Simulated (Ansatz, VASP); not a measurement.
## Two plane-wave programs on Ni

```
CELL_PARAMETERS angstrom
-1.38372 1.38372 1.38372
1.38372 -1.38372 1.38372
1.38372 1.38372 -1.38372
ATOMIC_POSITIONS crystal
Ni 0.00000 0.00000 0.00000
```

Alike in both runs: functional HSE06; k mesh 7 × 7 × 7; occupations fermi-dirac, width 0.05 eV; collinear spin.

|  | VASP | Ansatz |
| --- | --- | --- |
| version | VASP 6.6.1 | Ansatz 0.2.0 |
| potentials or method | VASP PAW PBE potentials, release 64 (Ni) | Ansatz PAW |
| plane-wave cutoff (eV) | 520 | 420 |
| valence electrons in the cell | 10 | 18 |
| task | single point | band structure |

Ansatz gave:

```
gap on the k mesh at the Fermi level (eV)                     : none
pressure (GPa)                                                : 6.2
net moment per atom (μB)                                      : 0.86
size of the moment on the site where the two differ most (μB) : 0.94
```

Task: What did VASP give for the same quantities?

Result: gap on the k mesh at the Fermi level (eV): none; pressure (GPa): 7.2; net moment per atom (μB): 0.86; size of the moment on the site where the two differ most (μB): 0.86.

Site moments also hang on the region over which each program counts them. A gap of «none» marks a metal or a gap that the smearing closes. VASP's potentials hold 10 valence electrons a cell and Ansatz's 18, so a difference there can come from the potentials and not from the codes.

The k mesh is coarse, so the values compare programs but aren't converged. Noted on Ansatz's run: the magnetic or orbital state may not be the lowest.
